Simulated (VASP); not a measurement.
# HRh6 in VASP: notebook

The runs below take HRh6 through single point, with PBE.

Program: VASP 6.6.1. These are calculated values, not measurements. Logs are shortened: lines on timing, memory, paths and dates and some standing lists are left out, and cuts for length are marked.

**1. The cell of the first run**

The cell holds a slab with vacuum, 14 atoms: a = 5.416 Å, b = 5.416 Å, c = 21.674 Å, α = 90.00°, β = 90.00°, γ = 90.00°.

**2. Single point, PBE**

Contents of INCAR:

```
ALGO = Normal ; DIPOL = 0.5 0.5 0.293
EDIFF = 1E-6 ; ENCUT = 520
GGA = PE ; IDIPOL = 3
ISIF = 2 ; ISMEAR = 0
LASPH = T ; LCHARG = F
LDIPOL = T ; LREAL = F
LWAVE = F ; NBANDS = 104
NELM = 80 ; PREC = Accurate
SIGMA = 0.1
```

Contents of KPOINTS:

```
k-points
0
Gamma
  5 5 1
```

Contents of POSCAR:

```
HRh6
1.0
    5.4163401145      0.0000000000      0.0000000000
    0.0000000000      5.4163401145      0.0000000000
    0.0000000000      0.0000000000     21.6737367085
Rh H
12 2
Direct
    0.2500000000      0.2500000000      0.1845551625
    0.2500000000      0.7500000000      0.1845551625
    0.7500000000      0.2500000000      0.1845551625
    0.7500000000      0.7500000000      0.1845551625
    0.0000000000      0.0000000000      0.2693761947
    0.0000000000      0.5000000000      0.2693761947
    0.5000000000      0.0000000000      0.2693761947
    0.5000000000      0.5000000000      0.2693761947
    0.2500000000      0.2500000000      0.3540569313
    0.2500000000      0.7500000000      0.3540569313
    0.7500000000      0.2500000000      0.3540569313
    0.7500000000      0.7500000000      0.3540569313
    0.4399963826      0.5000000000      0.4338770391
    0.5600036174      0.5000000000      0.4338770391
```

Potentials or basis: VASP PAW PBE potentials, release 64 (Rh_pv, H).

Launch:

```
> cat potpaw_PBE.64/Rh_pv/POTCAR potpaw_PBE.64/H/POTCAR > POTCAR
> mpirun -np 1 vasp_std > vasp.out
```

OUTCAR:

```text
EDIFF = 1E-6
   ENCUT = 520
   GGA = PE
   ISIF = 2
   ISMEAR = 0
   LASPH = T
   LREAL = F
   NELM = 80
   PREC = Accurate

 ion  position               nearest neighbor table
   1  0.250  0.250  0.185-   5 2.65   6 2.65   7 2.65   8 2.65   2 2.71   3 2.71   2 2.71   3 2.71

   2  0.250  0.750  0.185-   5 2.65   6 2.65   7 2.65   8 2.65   1 2.71   4 2.71   1 2.71   4 2.71

   3  0.750  0.250  0.185-   5 2.65   6 2.65   7 2.65   8 2.65   1 2.71   4 2.71   4 2.71   1 2.71
[... 15 lines left out ...]
  11  0.750  0.250  0.354-   5 2.65   6 2.65   7 2.65   8 2.65   9 2.71  12 2.71  12 2.71   9 2.71

  12  0.750  0.750  0.354-   5 2.65   6 2.65   7 2.65   8 2.65  10 2.71  11 2.71  11 2.71  10 2.71

  13  0.440  0.500  0.434-  14 0.65
  14  0.560  0.500  0.434-  13 0.65

  LATTYP: Found a simple tetragonal cell.
 ALAT       =     5.4163401145
 C/A-ratio  =     4.0015464779

  Lattice vectors:

 A1 = (   5.4163401145,   0.0000000000,   0.0000000000)
 A2 = (   0.0000000000,   5.4163401145,   0.0000000000)
 A3 = (   0.0000000000,   0.0000000000,  21.6737367085)

Analysis of symmetry for initial positions (statically):
=====================================================================
 Subroutine PRICEL returns:
 Original cell was already a primitive cell.

 Routine SETGRP: Setting up the symmetry group for a
 simple tetragonal supercell.

 Subroutine GETGRP returns: Found  4 space group operations
 (whereof  4 operations were pure point group operations)
 out of a pool of 16 trial point group operations.

The static configuration has the point symmetry C_2v.

Analysis of symmetry for dynamics (positions and initial velocities):
=====================================================================
 Subroutine PRICEL returns:
 Original cell was already a primitive cell.

 Routine SETGRP: Setting up the symmetry group for a
 simple tetragonal supercell.

 Subroutine GETGRP returns: Found  4 space group operations
 (whereof  4 operations were pure point group operations)
 out of a pool of 16 trial point group operations.

The dynamic configuration has the point symmetry C_2v.

 Subroutine INISYM returns: Found  4 space group operations
 (whereof  4 operations are pure point group operations),
 and found     1 'primitive' translations

----------------------------------------------------------------------------------------

                                     Primitive cell

  volume of cell :     635.8368

  direct lattice vectors                    reciprocal lattice vectors
     5.416340114  0.000000000  0.000000000     0.184626515  0.000000000  0.000000000
     0.000000000  5.416340114  0.000000000     0.000000000  0.184626515  0.000000000
     0.000000000  0.000000000 21.673736709     0.000000000  0.000000000  0.046138791

  length of vectors
     5.416340114  5.416340114 21.673736709     0.184626515  0.184626515  0.046138791

  position of ions in fractional coordinates (direct lattice)
     0.250000000  0.250000000  0.184555162
     0.250000000  0.750000000  0.184555162
     0.750000000  0.250000000  0.184555162
     0.750000000  0.750000000  0.184555162
     0.000000000  0.000000000  0.269376195
     0.000000000  0.500000000  0.269376195
     0.500000000  0.000000000  0.269376195
     0.500000000  0.500000000  0.269376195
     0.250000000  0.250000000  0.354056931
     0.250000000  0.750000000  0.354056931
     0.750000000  0.250000000  0.354056931
     0.750000000  0.750000000  0.354056931
     0.439996383  0.500000000  0.433877039
     0.560003617  0.500000000  0.433877039

  ion indices of the primitive-cell ions
   primitive index   ion index
                 1           1
                 2           2
                 3           3
                 4           4
                 5           5
                 6           6
                 7           7
                 8           8
                 9           9
                10          10
                11          11
                12          12
                13          13
                14          14

----------------------------------------------------------------------------------------

 KPOINTS: k-points

Automatic generation of k-mesh.
 Grid dimensions read from file:
 generate k-points for:    5    5    1

 Generating k-lattice:

  Cartesian coordinates                     Fractional coordinates (reciprocal lattice)
     0.036925303  0.000000000  0.000000000     0.200000000  0.000000000  0.000000000
     0.000000000  0.036925303  0.000000000     0.000000000  0.200000000  0.000000000
     0.000000000  0.000000000  0.046138791     0.000000000  0.000000000  1.000000000

  Length of vectors
     0.036925303  0.036925303  0.046138791

  Shift w.r.t. Gamma in fractional coordinates (k-lattice)
     0.000000000  0.000000000  0.000000000

 Subroutine IBZKPT returns following result:
 ===========================================

 Found      9 irreducible k-points:

 Following reciprocal coordinates:
            Coordinates               Weight
  0.000000  0.000000  0.000000      1.000000
  0.200000  0.000000  0.000000      2.000000
  0.000000  0.200000  0.000000      2.000000
  0.400000  0.000000  0.000000      2.000000
  0.000000  0.400000  0.000000      2.000000
  0.200000  0.200000  0.000000      4.000000
  0.400000  0.200000  0.000000      4.000000
 -0.200000  0.400000  0.000000      4.000000
  0.400000  0.400000  0.000000      4.000000
   k-points           NKPTS =      9   k-points in BZ     NKDIM =      9   number of bands    NBANDS=    104
   number of dos      NEDOS =    301   number of ions     NIONS =     14
   total plane-waves  NPLWV = 259200
   dimension x,y,z NGX =    40 NGY =   40 NGZ =  162
   dimension x,y,z NGXF=    80 NGYF=   80 NGZF=  324
   ions per type =              12   2
   NGX,Y,Z   is equivalent  to a cutoff of  12.28, 12.28, 12.43 a.u.
   NGXF,Y,Z  is equivalent  to a cutoff of  24.55, 24.55, 24.85 a.u.
 SYSTEM =  unknown system
   PREC   = accura    normal or accurate (medium, high low for compatibility)
   ISTART =      0    job   : 0-new  1-cont  2-samecut
   ICHARG =      2    charge: 1-file 2-atom 10-const
   ISPIN  =      1    spin polarized calculation?
   LNONCOLLINEAR =      F non collinear calculations
   LSORBIT =      F    spin-orbit coupling
   LASPH  =      T    aspherical Exc in radial PAW
   ENCUT  =  520.0 eV  38.22 Ry    6.18 a.u.  10.07 10.07 40.30*2*pi/ulx,y,z
   NELM   =     80;   NELMIN=  2; NELMDL= -5     # of ELM steps
   EDIFF  = 0.1E-05   stopping-criterion for ELM
   LREAL  =      F    real-space projection
   EDIFFG = 0.1E-04   stopping-criterion for IOM
   NSW    =      0    number of steps for IOM
   IBRION =     -1    ionic relax: 0-MD 1-quasi-New 2-CG
   NFREE  =      0    steps in history (QN), initial steepest desc. (CG)
   ISIF   =      2    stress and relaxation
   ISYM   =      2    0-nonsym 1-usesym 2-fastsym
   POTIM  = 0.5000    time-step for ionic-motion
   TEBEG  =    0.0;   TEEND  =   0.0 temperature during run
   PSTRESS=    0.0 pullay stress
   NELECT =     182.0000    total number of electrons
   NUPDOWN=      -1.0000    fix difference up-down
   EMIN   =  10.00;   EMAX   =-10.00  energy-range for DOS
   EFERMI =   0.00;   METHOD = LEGACY
   ISMEAR =     0;   SIGMA  =   0.10  broadening in eV -4-tet -1-fermi 0-gaus
   EFERMI_NEDOS =   21; number of points for ismear=-14 and -15
   IALGO  =     38    algorithm
   IMIX   =      4    mixing-type and parameters
     AMIX     =   0.40;   BMIX     =  1.00
     AMIX_MAG =   1.60;   BMIX_MAG =  1.00
  volume/ion in A,a.u.               =      45.42       306.49
  Fermi-wavevector in a.u.,A,eV,Ry     =   1.078906  2.038836 15.837686  1.164037
  Thomas-Fermi vector in A             =   2.214857
   LORBIT       =      0    0 simple, 1 ext, 2 COOP (PROOUT), +10 PAW based schemes
   GGA     = PE    functional components
   LHFCALC =     F    Hartree Fock is set to
   AEXX    =    0.0000 exact exchange contribution
   IVDW    =     0    specifies the selected vdW correction
   LEPSILON=     F    determine dielectric tensor
   LRPA    =     F    only Hartree local field effects (RPA)
 non-spin polarized calculation
 Gauss-broadening in eV      SIGMA  =   0.10
  energy-cutoff  :      520.00
  volume of cell :      635.84
 maximum number of plane-waves:     17146
   NGX = 21   NGY = 21   NGZ = 81

 dipolmoment           0.000000      0.000000      0.049797 electrons x Angstroem

 number of electron     182.0000091 magnetization

 dipolmoment           0.000000      0.000000     -0.058548 electrons x Angstroem

 Free energy of the ion-electron system (eV)
  ---------------------------------------------------
  ext. energy  EPLUGINS =         0.00000000
  ---------------------------------------------------
  free energy    TOTEN  =       -84.86565300 eV

  energy without entropy =      -84.77405570  energy(sigma->0) =      -84.81985435

 E-fermi :  -0.3383     XC(G=0):  -4.6533

 val. band max:       -0.3402001184   @ k =   0.0000   0.4000   0.0000
 cond. band min:      -0.3316398231   @ k =  -0.2000   0.4000   0.0000
 fundamental gap:      0.0085602953
 Fermi energy:        -0.3382665182

 k-point     1 :       0.0000    0.0000    0.0000
  band No.  band energies     occupation
      1     -47.3874      2.00000
      2     -47.3865      2.00000
      3     -47.3190      2.00000
      4     -47.3145      2.00000
      5     -47.2433      2.00000
      6     -47.1758      2.00000
[... 943 lines left out ...]
    102       0.7093      0.00000
    103       1.3338      0.00000
 [bands above 103 left out]

------------------------ aborting loop because EDIFF is reached ----------------------------------------

 vacuum level on the upper side and lower side of the slab       (xc-potential included)        -0.240         0.132

  FORCE on cell =-STRESS in cart. coord.  units (eV):
  Direction    XX          YY          ZZ          XY          YZ          ZX
  --------------------------------------------------------------------------------------
  -------------------------------------------------------------------------------------
  Total       -2.4649072     -6.5247340      0.2399616      0.0000000      0.0000000      0.0000000
  in kB       -6.2110568    -16.4409817      0.6046536      0.0000000      0.0000000      0.0000000
  external PRESSURE =      -7.3491283 kB  Pullay stress =       0.0000000 kB

 VOLUME and BASIS-vectors are now :
 -----------------------------------------------------------------------------
  energy-cutoff  :      520.00
  volume of cell :      635.84
      direct lattice vectors                 reciprocal lattice vectors
     5.416340114  0.000000000  0.000000000     0.184626515  0.000000000  0.000000000
     0.000000000  5.416340114  0.000000000     0.000000000  0.184626515  0.000000000
     0.000000000  0.000000000 21.673736709     0.000000000  0.000000000  0.046138791

 POSITION                                       TOTAL-FORCE (eV/Angst)
 -----------------------------------------------------------------------------------
      1.35409      1.35409      4.00000        -0.025931     -0.016282      0.059222
      1.35409      4.06226      4.00000        -0.025931      0.016282      0.059222
      4.06226      1.35409      4.00000         0.025931     -0.016282      0.059222
      4.06226      4.06226      4.00000         0.025931      0.016282      0.059222
      0.00000      0.00000      5.83839         0.000000      0.000000      0.222778
      0.00000      2.70817      5.83839         0.000000      0.000000     -0.244933
      2.70817      0.00000      5.83839         0.000000      0.000000     -0.227728
      2.70817      2.70817      5.83839         0.000000      0.000000     -0.104541
      1.35409      1.35409      7.67374        -0.125125     -0.109996     -0.055344
      1.35409      4.06226      7.67374        -0.125125      0.109996     -0.055344
      4.06226      1.35409      7.67374         0.125125     -0.109996     -0.055344
      4.06226      4.06226      7.67374         0.125125      0.109996     -0.055344
      2.38317      2.70817      9.40374        -6.049730      0.000000      0.169455
      3.03317      2.70817      9.40374         6.049730      0.000000      0.169455
 -----------------------------------------------------------------------------------
    total drift:                               -0.000000      0.000000      0.001309

  FREE ENERGIE OF THE ION-ELECTRON SYSTEM (eV)
  ---------------------------------------------------
  free  energy   TOTEN  =       -84.8656529952 eV

  energy  without entropy=      -84.7740557036  energy(sigma->0) =      -84.81985435

 vacuum level on the upper side and lower side of the slab         4.180         4.546
```

It took 30 min on 1 thread of Intel Xeon Platinum 8488C (Sapphire Rapids), shared host; peak memory 0.75 GiB.

Results:

```
Free energy            : -84.8657 eV
Largest force          : 6.052 eV/Å
Band gap on the k mesh : zero (bands 91 and 92 overlap by 0.67 eV)
```

Forces in eV/Å, atoms in the order of the input:
```
Rh  -0.026 -0.016  0.059
Rh  -0.026  0.016  0.059
Rh   0.026 -0.016  0.059
Rh   0.026  0.016  0.059
Rh   0.000  0.000  0.223
Rh   0.000  0.000 -0.245
Rh   0.000  0.000 -0.228
Rh   0.000  0.000 -0.105
Rh  -0.125 -0.110 -0.055
Rh  -0.125  0.110 -0.055
Rh   0.125 -0.110 -0.055
Rh   0.125  0.110 -0.055
H   -6.050  0.000  0.169
H    6.050  0.000  0.169
```

Levels at points of the mesh, in eV from the Fermi level:
```tsv
k point	band 90	band 91	band 92	band 93	band 94	band 95
(0.00, 0.00, 0.00)	0.34	0.34	0.53	0.56	0.65	0.67
```

**3. Single point, PBE**

Contents of INCAR:

```
PREC = Accurate
ENCUT = 520
EDIFF = 1E-6
ISMEAR = 0
SIGMA = 0.1
LREAL = False
LASPH = True
NELM = 80
ALGO = Normal
ISIF = 2
LWAVE = False
LCHARG = True
LDIPOL = True
IDIPOL = 3
DIPOL = 0.5 0.5 0.287
GGA = PE
LELF = True
LVHAR = True
LVACPOTAV = True
NBANDS = 104
```

Contents of KPOINTS:

```
Automatic mesh
0
Gamma
  5 5 1
```

Changes to POSCAR since step 2:

```diff
@@ -20,3 +20,3 @@
     0.7500000000      0.7500000000      0.3540569313
-    0.4399963826      0.5000000000      0.4338770391
-    0.5600036174      0.5000000000      0.4338770391
+    0.3293127868      0.5000000000      0.3895838001
+    0.6706872132      0.5000000000      0.3895838001
```

Potentials or basis: VASP PAW PBE potentials, release 64 (Rh_pv, H).

Launch:

```
> cat potpaw_PBE.64/Rh_pv/POTCAR potpaw_PBE.64/H/POTCAR > POTCAR
> mpirun -np 1 vasp_std > vasp.out
```

OUTCAR:

```text
PREC = Accurate
   ENCUT = 520
   EDIFF = 1E-6
   ISMEAR = 0
   LREAL = False
   LASPH = True
   NELM = 80
   ISIF = 2
   GGA = PE

 ion  position               nearest neighbor table
   1  0.250  0.250  0.185-   5 2.65   6 2.65   7 2.65   8 2.65   2 2.71   3 2.71   2 2.71   3 2.71

   2  0.250  0.750  0.185-   5 2.65   6 2.65   7 2.65   8 2.65   1 2.71   4 2.71   1 2.71   4 2.71

   3  0.750  0.250  0.185-   5 2.65   6 2.65   7 2.65   8 2.65   1 2.71   4 2.71   4 2.71   1 2.71
[... 4 lines left out ...]
                             6 2.71   7 2.71   6 2.71   7 2.71
   6  0.000  0.500  0.269-   9 2.65  10 2.65  11 2.65  12 2.65   1 2.65   2 2.65   3 2.65   4 2.65
                             5 2.71   8 2.71   5 2.71   8 2.71
   7  0.500  0.000  0.269-   9 2.65  10 2.65  11 2.65  12 2.65   1 2.65   2 2.65   3 2.65   4 2.65
[... 1189 lines left out ...]
     0.000000000  0.000000000 21.673736709     0.000000000  0.000000000  0.046138791

 POSITION                                       TOTAL-FORCE (eV/Angst)
 -----------------------------------------------------------------------------------
      1.35409      1.35409      4.00000        -0.022821      0.043606      0.027567
      1.35409      4.06226      4.00000        -0.022821     -0.043606      0.027567
      4.06226      1.35409      4.00000         0.022821      0.043606      0.027567
      4.06226      4.06226      4.00000         0.022821     -0.043606      0.027567
      0.00000      0.00000      5.83839        -0.000000      0.000000     -0.420118
      0.00000      2.70817      5.83839        -0.000000      0.000000     -0.398751
      2.70817      0.00000      5.83839        -0.000000      0.000000     -0.129196
      2.70817      2.70817      5.83839        -0.000000      0.000000     -0.496352
      1.35409      1.35409      7.67374        -0.325847     -1.199186     -0.421371
      1.35409      4.06226      7.67374        -0.325847      1.199186     -0.421371
      4.06226      1.35409      7.67374         0.325847     -1.199186     -0.421371
      4.06226      4.06226      7.67374         0.325847      1.199186     -0.421371
      1.78367      2.70817      8.44374         0.351449      0.000000      1.509816
      3.63267      2.70817      8.44374        -0.351449      0.000000      1.509816
 -----------------------------------------------------------------------------------
    total drift:                                0.000000      0.000000      0.001458

  FREE ENERGIE OF THE ION-ELECTRON SYSTEM (eV)
  ---------------------------------------------------
  free  energy   TOTEN  =       -85.7717681790 eV

  energy  without entropy=      -85.6800058178  energy(sigma->0) =      -85.72588700

 vacuum level on the upper side and lower side of the slab         4.574         4.357
```

Wall time 52 min (1 thread of Intel Xeon 8259CL, shared host); peak memory 0.79 GiB.

What came out:

```yaml
Free_energy: -85.7718 eV
Largest_force: 1.550 eV/Å
Band_gap_on_the_k_mesh: zero (bands 91 and 92 overlap by 0.64 eV)
```

Forces in eV/Å, atoms in the order of the input:
```
Rh  -0.023  0.044  0.028
Rh  -0.023 -0.044  0.028
Rh   0.023  0.044  0.028
Rh   0.023 -0.044  0.028
Rh   0.000  0.000 -0.420
Rh   0.000  0.000 -0.399
Rh   0.000  0.000 -0.129
Rh   0.000  0.000 -0.496
Rh  -0.326 -1.199 -0.421
Rh  -0.326  1.199 -0.421
Rh   0.326 -1.199 -0.421
Rh   0.326  1.199 -0.421
H    0.351  0.000  1.510
H   -0.351  0.000  1.510
```

Levels at points of the mesh, in eV from the Fermi level:
| k point | band 90 | band 91 | band 92 | band 93 | band 94 | band 95 |
| --- | --- | --- | --- | --- | --- | --- |
| (0.00, 0.00, 0.00) | 0.26 | 0.29 | 0.45 | 0.53 | 0.58 | 0.59 |

**4. Single point, PBE**

Contents of INCAR:

```
SYSTEM = HRh6
PREC = Accurate
ENCUT = 520
EDIFF = 1E-7
ISMEAR = 0
SIGMA = 0.1
LREAL = .FALSE.
LASPH = .TRUE.
NELM = 80
ALGO = Normal
ISIF = 2
LWAVE = .FALSE.
LCHARG = .FALSE.
LDIPOL = .TRUE.
IDIPOL = 3
DIPOL = 0.5 0.5 0.299
GGA = PE
NBANDS = 104
```

Contents of KPOINTS:

```
Automatic mesh
0
G
  5 5 1
  0 0 0
```

Changes to POSCAR since step 3:

```diff
@@ -20,3 +20,3 @@
     0.7500000000      0.7500000000      0.3540569313
-    0.3293127868      0.5000000000      0.3895838001
-    0.6706872132      0.5000000000      0.3895838001
+    0.4399963826      0.5000000000      0.4740177869
+    0.5600036174      0.5000000000      0.4740177869
```

Launch:

```
> cat potpaw_PBE.64/Rh_pv/POTCAR potpaw_PBE.64/H/POTCAR > POTCAR
> mpirun -np 1 vasp_std > vasp.out
```

Run time: 1.5 h. Hardware: 1 thread of Intel Xeon 8259CL, shared host; peak memory 0.79 GiB.

It converged, with:

```
Free energy            : -85.1294 eV
Largest force          : 4.989 eV/Å
Band gap on the k mesh : zero (bands 91 and 92 overlap by 0.70 eV)
```

Forces on the atoms (eV/Å):
```
Rh  -0.008 -0.006  0.043
Rh  -0.008  0.006  0.043
Rh   0.008 -0.006  0.043
Rh   0.008  0.006  0.043
Rh   0.000  0.000 -0.024
Rh   0.000  0.000 -0.067
Rh   0.000  0.000 -0.068
Rh   0.000  0.000 -0.027
Rh  -0.034 -0.028 -0.045
Rh  -0.034  0.028 -0.045
Rh   0.034 -0.028 -0.045
Rh   0.034  0.028 -0.045
H   -4.988  0.000  0.098
H    4.988  0.000  0.098
```

Levels at points of the mesh, in eV from the Fermi level:
| k point | band 88 | band 89 | band 90 | band 91 | band 92 | band 93 | band 94 | band 95 |
| --- | --- | --- | --- | --- | --- | --- | --- | --- |
| (0.00, 0.00, 0.00) | 0.22 | 0.30 | 0.34 | 0.34 | 0.54 | 0.55 | 0.56 | 0.65 |

**5. Overview**

| cell | gap on the mesh (eV) | largest force (eV/Å) |
| --- | --- | --- |
| as given, atomic positions A | none | 6.05 |
| as given, atomic positions B | none | 1.55 |
| as given, atomic positions C | none | 4.99 |

Alike in all rows: task single point; level PBE; potentials or basis VASP PAW PBE potentials, release 64 (Rh_pv, H); no spin polarisation; k mesh 5 × 5 × 1; cutoff (eV) 520; smearing gaussian 0.1 eV.

Absolute energies hang on the potentials; compare differences alone.

The gap in the log of VASP goes by the Fermi energy; the results here count the filled bands.